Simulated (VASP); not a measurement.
# Fe3Ge (Pm-3m) in VASP: single point with PBEsol

Aim: the single point of Fe3Ge with PBEsol.

Everything below comes from runs of VASP 6.6.1. Logs are shortened: lines on timing, memory, paths and dates and some standing lists are left out, and cuts for length are marked.

**1. The cell of the first run**

The structure is cubic, space group Pm-3m (No. 221). Conventional cell: a = 3.661 Å, b = 3.661 Å, c = 3.661 Å, α = 90.00°, β = 90.00°, γ = 90.00°. Within 3.4 Å of Fe (site symmetry 4/mmm) lie 8 Fe at 2.59 Å and 4 Ge at 2.59 Å. Ge (site symmetry m-3m) has 12 Fe at 2.59 Å within 3.4 Å.

**2. Single point, PBEsol, collinear spin, ferromagnetic start**

The input, INCAR:

```
SYSTEM = Fe3Ge
  ALGO = Normal
  EDIFF = 1E-6
  ENCUT = 520
  GGA = PS
  ISIF = 2
  ISMEAR = -1
  ISPIN = 2
  LASPH = .TRUE.
  LCHARG = .TRUE.
  LELF = .TRUE.
  LMAXMIX = 4
  LORBIT = 11
  LREAL = .FALSE.
  LVHAR = .TRUE.
  LWAVE = .FALSE.
  MAGMOM = 2.917 2.917 2.916 0
  NBANDS = 31
  NELM = 150
  NUPDOWN = 8.75
  PREC = Accurate
  SIGMA = 0.03
```

The input, KPOINTS:

```
k-points
0
G
  9 9 9
  0 0 0
```

The input, POSCAR:

```
Fe3Ge
1.0
    3.6605005200      0.0000000000      0.0000000000
    0.0000000000      3.6605005200      0.0000000000
    0.0000000000      0.0000000000      3.6605005200
Fe Ge
3 1
Direct
    0.0000000000      0.5000000000      0.5000000000
    0.5000000000      0.5000000000      0.0000000000
    0.5000000000      0.0000000000      0.5000000000
    0.0000000000      0.0000000000      0.0000000000
```

Potentials or basis: VASP PAW PBE potentials, release 64 (Fe, Ge_d).

Command:

```bash
> cat potpaw_PBE.64/Fe/POTCAR potpaw_PBE.64/Ge_d/POTCAR > POTCAR
> mpirun -np 1 vasp_std > vasp.out
```

OUTCAR:

```text
SYSTEM = Fe3Ge
   EDIFF = 1E-6
   ENCUT = 520
   GGA = PS
   ISIF = 2
   ISMEAR = -1
   ISPIN = 2
   LASPH = .TRUE.
   LORBIT = 11
   LREAL = .FALSE.
   NELM = 150
   NUPDOWN = 8.75
   PREC = Accurate

 ion  position               nearest neighbor table
   1  0.000  0.500  0.500-   2 2.59   3 2.59   4 2.59   2 2.59   4 2.59   3 2.59   4 2.59   4 2.59
                             2 2.59   3 2.59   2 2.59   3 2.59
   2  0.500  0.500  0.000-   1 2.59   3 2.59   4 2.59   1 2.59   3 2.59   3 2.59   4 2.59   3 2.59
                             1 2.59   4 2.59   1 2.59   4 2.59
   3  0.500  0.000  0.500-   1 2.59   2 2.59   4 2.59   2 2.59   4 2.59   1 2.59   2 2.59   2 2.59
                             1 2.59   4 2.59   4 2.59   1 2.59
   4  0.000  0.000  0.000-   1 2.59   2 2.59   3 2.59   1 2.59   3 2.59   1 2.59   2 2.59   1 2.59
                             2 2.59   3 2.59   3 2.59   2 2.59

  LATTYP: Found a simple cubic cell.
 ALAT       =     3.6605005200

  Lattice vectors:

 A1 = (   3.6605005200,   0.0000000000,   0.0000000000)
 A2 = (   0.0000000000,   3.6605005200,   0.0000000000)
 A3 = (   0.0000000000,   0.0000000000,   3.6605005200)

Analysis of symmetry for initial positions (statically):
=====================================================================
 Subroutine PRICEL returns:
 Original cell was already a primitive cell.

 Routine SETGRP: Setting up the symmetry group for a
 simple cubic supercell.

 Subroutine GETGRP returns: Found 48 space group operations
 (whereof 48 operations were pure point group operations)
 out of a pool of 48 trial point group operations.

The static configuration has the point symmetry O_h .

Analysis of symmetry for dynamics (positions and initial velocities):
=====================================================================
 Subroutine PRICEL returns:
 Original cell was already a primitive cell.

 Routine SETGRP: Setting up the symmetry group for a
 simple cubic supercell.

 Subroutine GETGRP returns: Found 48 space group operations
 (whereof 48 operations were pure point group operations)
 out of a pool of 48 trial point group operations.

The dynamic configuration has the point symmetry O_h .

Analysis of structural, dynamic, and magnetic symmetry:
=====================================================================
 Subroutine PRICEL returns:
 Original cell was already a primitive cell.

 Routine SETGRP: Setting up the symmetry group for a
 simple cubic supercell.

 Subroutine GETGRP returns: Found 16 space group operations
 (whereof 16 operations were pure point group operations)
 out of a pool of 48 trial point group operations.

The overall configuration has the point symmetry D_4h.

 Subroutine INISYM returns: Found 16 space group operations
 (whereof 16 operations are pure point group operations),
 and found     1 'primitive' translations

----------------------------------------------------------------------------------------

                                     Primitive cell

  volume of cell :      49.0480

  direct lattice vectors                    reciprocal lattice vectors
     3.660500520  0.000000000  0.000000000     0.273186684  0.000000000  0.000000000
     0.000000000  3.660500520  0.000000000     0.000000000  0.273186684  0.000000000
     0.000000000  0.000000000  3.660500520     0.000000000  0.000000000  0.273186684

  length of vectors
     3.660500520  3.660500520  3.660500520     0.273186684  0.273186684  0.273186684

  position of ions in fractional coordinates (direct lattice)
     0.000000000  0.500000000  0.500000000
     0.500000000  0.500000000  0.000000000
     0.500000000  0.000000000  0.500000000
     0.000000000  0.000000000  0.000000000

  ion indices of the primitive-cell ions
   primitive index   ion index
                 1           1
                 2           2
                 3           3
                 4           4

----------------------------------------------------------------------------------------

 KPOINTS: k-points

Automatic generation of k-mesh.
 Grid dimensions read from file:
 generate k-points for:    9    9    9

 Generating k-lattice:

  Cartesian coordinates                     Fractional coordinates (reciprocal lattice)
     0.030354076  0.000000000  0.000000000     0.111111111  0.000000000  0.000000000
     0.000000000  0.030354076  0.000000000     0.000000000  0.111111111  0.000000000
     0.000000000  0.000000000  0.030354076     0.000000000  0.000000000  0.111111111

  Length of vectors
     0.030354076  0.030354076  0.030354076

  Shift w.r.t. Gamma in fractional coordinates (k-lattice)
     0.000000000  0.000000000  0.000000000

 Subroutine IBZKPT returns following result:
 ===========================================

 Found     75 irreducible k-points:

 Following reciprocal coordinates:
            Coordinates               Weight
  0.000000  0.000000  0.000000      1.000000
  0.111111  0.000000  0.000000      4.000000
  0.000000  0.111111  0.000000      2.000000
  0.222222  0.000000  0.000000      4.000000
  0.000000  0.222222  0.000000      2.000000
  0.333333  0.000000  0.000000      4.000000
[... 16 lines left out ...]
  0.333333  0.222222  0.000000      8.000000
  0.000000  0.333333  0.222222      8.000000
 [... further k-points ...]
   k-points           NKPTS =     75   k-points in BZ     NKDIM =     75   number of bands    NBANDS=     31
   number of dos      NEDOS =    301   number of ions     NIONS =      4
   total plane-waves  NPLWV =  21952
   dimension x,y,z NGX =    28 NGY =   28 NGZ =   28
   dimension x,y,z NGXF=    56 NGYF=   56 NGZF=   56
   ions per type =               3   1
   NGX,Y,Z   is equivalent  to a cutoff of  12.72, 12.72, 12.72 a.u.
   NGXF,Y,Z  is equivalent  to a cutoff of  25.43, 25.43, 25.43 a.u.
 SYSTEM =  Fe3Ge
   PREC   = accura    normal or accurate (medium, high low for compatibility)
   ISTART =      0    job   : 0-new  1-cont  2-samecut
   ICHARG =      2    charge: 1-file 2-atom 10-const
   ISPIN  =      2    spin polarized calculation?
   LNONCOLLINEAR =      F non collinear calculations
   LSORBIT =      F    spin-orbit coupling
   LASPH  =      T    aspherical Exc in radial PAW
   ENCUT  =  520.0 eV  38.22 Ry    6.18 a.u.   6.81  6.81  6.81*2*pi/ulx,y,z
   NELM   =    150;   NELMIN=  2; NELMDL= -5     # of ELM steps
   EDIFF  = 0.1E-05   stopping-criterion for ELM
   LREAL  =      F    real-space projection
   EDIFFG = 0.1E-04   stopping-criterion for IOM
   NSW    =      0    number of steps for IOM
   IBRION =     -1    ionic relax: 0-MD 1-quasi-New 2-CG
   NFREE  =      0    steps in history (QN), initial steepest desc. (CG)
   ISIF   =      2    stress and relaxation
   ISYM   =      2    0-nonsym 1-usesym 2-fastsym
   POTIM  = 0.5000    time-step for ionic-motion
   TEBEG  =    0.0;   TEEND  =   0.0 temperature during run
   PSTRESS=    0.0 pullay stress
   NELECT =      38.0000    total number of electrons
   NUPDOWN=       8.7500    fix difference up-down
   EMIN   =  10.00;   EMAX   =-10.00  energy-range for DOS
   EFERMI =   0.00;   METHOD = LEGACY
   ISMEAR =    -1;   SIGMA  =   0.03  broadening in eV -4-tet -1-fermi 0-gaus
   EFERMI_NEDOS =   21; number of points for ismear=-14 and -15
   IALGO  =     38    algorithm
   IMIX   =      4    mixing-type and parameters
     AMIX     =   0.40;   BMIX     =  1.00
     AMIX_MAG =   1.60;   BMIX_MAG =  1.00
  volume/ion in A,a.u.               =      12.26        82.75
  Fermi-wavevector in a.u.,A,eV,Ry     =   1.503588  2.841370 30.759742  2.260777
  Thomas-Fermi vector in A             =   2.614679
   LORBIT       =     11    0 simple, 1 ext, 2 COOP (PROOUT), +10 PAW based schemes
   GGA     = PS    functional components
   LHFCALC =     F    Hartree Fock is set to
   AEXX    =    0.0000 exact exchange contribution
   IVDW    =     0    specifies the selected vdW correction
   LEPSILON=     F    determine dielectric tensor
   LRPA    =     F    only Hartree local field effects (RPA)
 spin polarized calculation
  energy-cutoff  :      520.00
  volume of cell :       49.05
 maximum number of plane-waves:      1357
 NGX is ok and might be reduce to    28
   NGX = 13   NGY = 13   NGZ = 13

 number of electron      38.0000021 magnetization       8.7499998

 Free energy of the ion-electron system (eV)
  ---------------------------------------------------
  ext. energy  EPLUGINS =         0.00000000
  ---------------------------------------------------
  free energy    TOTEN  =       -31.42911165 eV

  energy without entropy =      -31.41672309  energy(sigma->0) =      -31.42291737

 E-fermi :   6.5425     XC(G=0): -13.0731

 val. band max:        7.9670744979   @ k =   0.4444   0.3333   0.1111
 cond. band min:       6.5430505243   @ k =   0.4444   0.4444   0.4444
 fundamental gap:     -1.4240239736
 Fermi energy:         7.9941975640

 spin component 1

 k-point     1 :       0.0000    0.0000    0.0000
  band No.  band energies     occupation
      1     -17.1089      1.00000
      2     -17.1089      1.00000
      3     -17.1041      1.00000
      4     -17.1041      1.00000
      5     -17.1041      1.00000
      6      -4.9977      1.00000
[... 805 lines left out ...]
     30      17.0784      0.00000
     31      18.2097      0.00000

 [... further k-points ...]

 spin component 2

 k-point     1 :       0.0000    0.0000    0.0000
  band No.  band energies     occupation
      1     -17.0981      1.00000
      2     -17.0981      1.00000
      3     -17.0899      1.00000
      4     -17.0899      1.00000
      5     -17.0899      1.00000
      6      -4.6915      1.00000
[... 805 lines left out ...]
     30      18.0096      0.00000
     31      19.1514      0.00000

 [... further k-points ...]

------------------------ aborting loop because EDIFF is reached ----------------------------------------

  FORCE on cell =-STRESS in cart. coord.  units (eV):
  Direction    XX          YY          ZZ          XY          YZ          ZX
  --------------------------------------------------------------------------------------
  -------------------------------------------------------------------------------------
  Total        0.9337094      0.9311596      0.9337094      0.0000000      0.0000000     -0.0000000
  in kB       30.5000757     30.4167841     30.5000757      0.0000000      0.0000000     -0.0000000
  external PRESSURE =      30.4723118 kB  Pullay stress =       0.0000000 kB

 VOLUME and BASIS-vectors are now :
 -----------------------------------------------------------------------------
  energy-cutoff  :      520.00
  volume of cell :       49.05
      direct lattice vectors                 reciprocal lattice vectors
     3.660500520  0.000000000  0.000000000     0.273186684  0.000000000  0.000000000
     0.000000000  3.660500520  0.000000000     0.000000000  0.273186684  0.000000000
     0.000000000  0.000000000  3.660500520     0.000000000  0.000000000  0.273186684

 POSITION                                       TOTAL-FORCE (eV/Angst)
 -----------------------------------------------------------------------------------
      0.00000      1.83025      1.83025         0.000000      0.000000      0.000000
      1.83025      1.83025      0.00000         0.000000      0.000000      0.000000
      1.83025      0.00000      1.83025         0.000000      0.000000      0.000000
      0.00000      0.00000      0.00000         0.000000      0.000000      0.000000
 -----------------------------------------------------------------------------------
    total drift:                                0.000000      0.000000      0.000000

  FREE ENERGIE OF THE ION-ELECTRON SYSTEM (eV)
  ---------------------------------------------------
  free  energy   TOTEN  =       -31.4291116541 eV

  energy  without entropy=      -31.4167230878  energy(sigma->0) =      -31.42291737

 total charge

# of ion       s       p       d       tot
------------------------------------------
    1        0.444   0.525   6.210   7.178
    2        0.444   0.525   6.210   7.178
    3        0.444   0.525   6.209   7.178
    4        1.089   1.348  10.093  12.529
--------------------------------------------------
tot          2.419   2.922  28.722  34.063

 magnetization (x)

# of ion       s       p       d       tot
------------------------------------------
    1        0.011   0.028   2.811   2.850
    2        0.011   0.028   2.811   2.850
    3        0.011   0.028   2.811   2.850
    4        0.024  -0.027   0.020   0.017
--------------------------------------------------
tot          0.058   0.057   8.453   8.568
```

Run time: 2.4 min. Hardware: 1 thread of Intel Xeon 8259CL, shared host; peak memory 0.26 GiB.

What came out:

| Quantity | Value |
| --- | --- |
| Free energy | -31.4291 eV |
| Pressure | 3.0 GPa |
| Net moment | 8.75 μB per cell |
| Site moments | Fe +2.85; Ge +0.02 μB |
| Valence electrons inside the program's atomic spheres | Fe 7.18; Ge 12.53 |

Caveat: the cell stands under pressure; the PAW data sets were made with another functional, which shifts forces and pressure a little; the total moment is fixed, so each spin has its own Fermi level and the state may be an excited one.
